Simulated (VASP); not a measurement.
Runs of VASP 6.6.1 on Zr. The structure is that of space group P6_3/mmc (No. 194), or close to it. The cells are those of the table. 

```tsv
task	cell	gap on the mesh (eV)	pressure (GPa)	largest force (eV/Å)
single point	a = 3.253, b = 3.253, c = 5.181 Å, angles 90.0, 90.0, 120.0°, 2 atoms	none	(a)	-
single point	a = 3.232, b = 3.204, c = 5.148 Å, angles 89.6, 88.8, 119.1°, 2 atoms	none	-3.2	0.03
single point	a = 3.232, b = 3.246, c = 5.147 Å, angles 90.2, 90.6, 120.4°, 2 atoms	none	-3.2	0.02
electric field gradients	a = 3.232, b = 3.232, c = 4.993 Å, angles 90.0, 90.0, 120.0°, 2 atoms	none	-0.2	-
electric field gradients	a = 3.232, b = 3.246, c = 5.147 Å, angles 90.2, 90.6, 120.4°, 2 atoms	none	-3.2	0.02
```

Alike in all rows: level PBEsol; potentials or basis VASP PAW PBE potentials, release 64 (Zr_sv); no spin polarisation; k mesh 13 × 13 × 7; cutoff (eV) 520; smearing fermi-dirac 0.08 eV.

Estimate the missing entries.

(a) -4.9.

Caveats: the PAW data sets were made with another functional, which shifts forces and pressure a little.

A k mesh can miss the band edges, and the runs leave out spin-orbit coupling on Zr.

A gap of «none» marks levels without a gap at the run's occupations.
